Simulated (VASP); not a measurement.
Set up this calculation in VASP 6.6.1, as the native input.

```
Task                   : single point
Functional             : PBE
Dispersion             : D3(BJ)
Potentials or basis    : VASP PAW PBE potentials, release 64 (B, N)
Cutoff                 : 520 eV
k mesh                 : 12 × 12 × 4
Occupations            : gaussian, width 0.05 eV
Spin                   : no spin polarisation
Dipole correction      : no
Further INCAR settings : ALGO = Normal; EDIFF = 1e-06; NBANDS = 16
```

The structure of BN lies in POSCAR:

```
BN
1.0
    2.5099983704      0.0000000000      0.0000000000
   -1.2549991852      2.1737223522      0.0000000000
    0.0000000000      0.0000000000      6.6900000000
B N
2 2
Direct
    0.0000000000      0.0000000000      0.5000000000
    0.3333333333      0.6666666667      0.0000000000
    0.0000000000      0.0000000000      0.0000000000
    0.6436646490      0.2873292980      0.5000000000
```

This cell differs from its parent crystal: atom 4 (N) moved by (+0.000, -0.100) A along x and y.

One way to write it, as run:

INCAR

```
SYSTEM = BN
PREC = Accurate
ENCUT = 520
EDIFF = 1E-6
ISMEAR = 0
SIGMA = 0.05
LREAL = .FALSE.
LASPH = .TRUE.
NELM = 100
ALGO = Normal
ISIF = 2
LWAVE = .FALSE.
LCHARG = .TRUE.
GGA = PE
IVDW = 12
LELF = .TRUE.
LVHAR = .TRUE.
NBANDS = 16
```

KPOINTS

```
Automatic mesh
0
G
  12 12 4
  0 0 0
```

Potentials or basis: VASP PAW PBE potentials, release 64 (B, N).

Run with:

```bash
$ cat potpaw_PBE.64/B/POTCAR potpaw_PBE.64/N/POTCAR > POTCAR
$ mpirun -np 1 vasp_std > vasp.out
```

Results of the run:

The pressure is 0.5 GPa and the largest force is 3.447 eV/Å. The band gap on the k mesh is 4.30 eV, indirect (least direct gap 4.48 eV) and the dispersion energy per atom is -0.139 eV.

Caveat: the cell differs from its parent crystal (atom 4 (N) moved by (+0.000, -0.100) A along x and y); forces of over 1 eV/Å act on the atoms, so gaps and moduli don't describe the material at rest.

Wall time 51 s on 1 thread of Intel(R) Xeon(R) Platinum 8259CL CPU @ 2.50GHz (Skylake/Cascade Lake), on a shared host, peak memory 0.2 GiB.
